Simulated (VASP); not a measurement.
Write the native input for VASP 6.6.1 that does the following.

- Task: single point
- Functional: PBE
- Potentials or basis: VASP PAW PBE potentials, release 64 (Re)
- Cutoff: 520 eV
- k mesh: 12 × 12 × 12
- Occupations: fermi-dirac, width 0.1 eV
- Spin: no spin polarisation
- Dipole correction: no
- Further INCAR settings: ALGO = Normal; EDIFF = 1e-06; NBANDS = 14

The structure of Re lies in POSCAR:

```
Re
1.0
    0.0000000000      2.1656193263      2.1656193263
    2.1656193263      0.0000000000      2.1656193263
    2.1656193263      2.1656193263      0.0000000000
Re
2
Direct
   -0.1250000000     -0.1250000000     -0.1250000000
    0.1250000000      0.1250000000      0.1250000000
```

This cell differs from its parent crystal: volume scaled by 0.45.

One way to write it, as run:

INCAR

```
SYSTEM = Re
PREC = Accurate
ENCUT = 520
EDIFF = 1E-6
ISMEAR = -1
SIGMA = 0.1
LREAL = .False.
LASPH = .True.
NELM = 60
ALGO = Normal
ISIF = 2
LWAVE = .False.
LCHARG = .False.
GGA = PE
NBANDS = 14
```

KPOINTS

```
Automatic mesh
0
Gamma
  12 12 12
  0 0 0
```

Potentials or basis: VASP PAW PBE potentials, release 64 (Re).

The run is started by

```bash
$ cat potpaw_PBE.64/Re/POTCAR > POTCAR
$ mpirun -np 1 vasp_std > vasp.out
```

It gave:

```json
{
  "Pressure": "566.3 GPa",
  "Band gap on the k mesh": "zero (band 7 reaches 15.22 eV, above the bottom of band 8 at 13.19 eV)"
}
```

Caveat: spin-orbit coupling is left out, which moves the levels of the heavy elements.

Wall time 11 s on 1 thread of Intel(R) Xeon(R) Platinum 8375C CPU @ 2.90GHz (Ice Lake), with other jobs on the host, peak memory 0.15 GiB.
